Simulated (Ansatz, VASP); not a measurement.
## One calculation of InAs, two programs

INCAR

```
ALGO     = Normal         # electronic algorithm
EDIFF    = 1E-6           # SCF threshold, eV
EDIFFG   = -0.002         # ionic threshold
ENCUT    = 600            # plane-wave cutoff, eV
GGA      = PS             # functional
IBRION   = 2              # ionic algorithm
ISIF     = 3              # what is computed and relaxed
ISMEAR   = 0              # smearing method
LASPH    = T              # aspherical terms in the spheres
LCHARG   = F              # write CHGCAR
LREAL    = F              # projectors in reciprocal space
LWAVE    = F              # write WAVECAR
NELM     = 60             # most SCF steps
NSW      = 100            # ionic steps
PREC     = Accurate       # precision mode
SIGMA    = 0.1            # smearing width, eV
```

KPOINTS

```
k-points
0
Gamma
  10 10 10
```

The input POSCAR:

```
InAs
1.0
    0.0000000000      3.0535616600      3.0535616600
    3.0535616600      0.0000000000      3.0535616600
    3.0535616600      3.0535616600      0.0000000000
In As
1 1
Direct
    0.2500000000      0.2500000000      0.2500000000
    0.0000000000      0.0000000000      0.0000000000
```

Input for Ansatz:

```yaml
crystal:
  lattice:
    - [0.0, 3.05356166, 3.05356166]
    - [3.05356166, 0.0, 3.05356166]
    - [3.05356166, 3.05356166, 0.0]
  atoms:
    - { symbol: In, position: [0.25, 0.25, 0.25] }
    - { symbol: As, position: [0.0, 0.0, 0.0] }
basis:
  ecutwfc: 420
kpoints:
  mp_grid: { grid: [10, 10, 10] }
hamiltonian:
  xc: pbesol
  pseudopotentials: { kind: paw, azcp: { folder: soft_1 } }
scf:
  occupations: { method: gaussian, width: 0.1 }
output:
  forces: true
  stress: true
  eigenvalues: true
  write_density: true
  write_potential: true
  elf: true
  volumetric_format: npy
relax:
  adjacent_minimum: "off"
  f_tol: 0.002
  max_steps: 80
  cell: { stress_tol: 0.02 }
```

Alike in both runs: task relaxation of cell and atoms; functional PBEsol; k mesh 10 × 10 × 10; occupations gaussian, width 0.1 eV; no spin polarisation.

|  | VASP | Ansatz |
| --- | --- | --- |
| version | VASP 6.6.1 | Ansatz 0.2.0 |
| potentials or method | VASP PAW PBE potentials, release 64 (In_d, As), cutoff 600 eV | scalar-relativistic, plane waves, PAW |
| valence electrons in the cell | 18 | 28 |

|  | VASP | Ansatz | Ansatz less VASP |
| --- | --- | --- | --- |
| gap on the k mesh at the Fermi level, each at its own relaxed structure (eV) | none | none | - |
| relaxed volume (Å³/atom) | 28.26 | 28.20 | -0.054 |
| relaxed cell length with the largest relative difference (Å) | 4.307 | 4.305 | -0.0027 |

VASP's potentials were made for PBE, not for PBEsol, and Ansatz warns of the same on its side. A gap of «none» marks a metal or a gap that the smearing closes. VASP's potentials hold 18 valence electrons a cell and Ansatz's 28, so a difference there can come from the potentials and not from the codes.
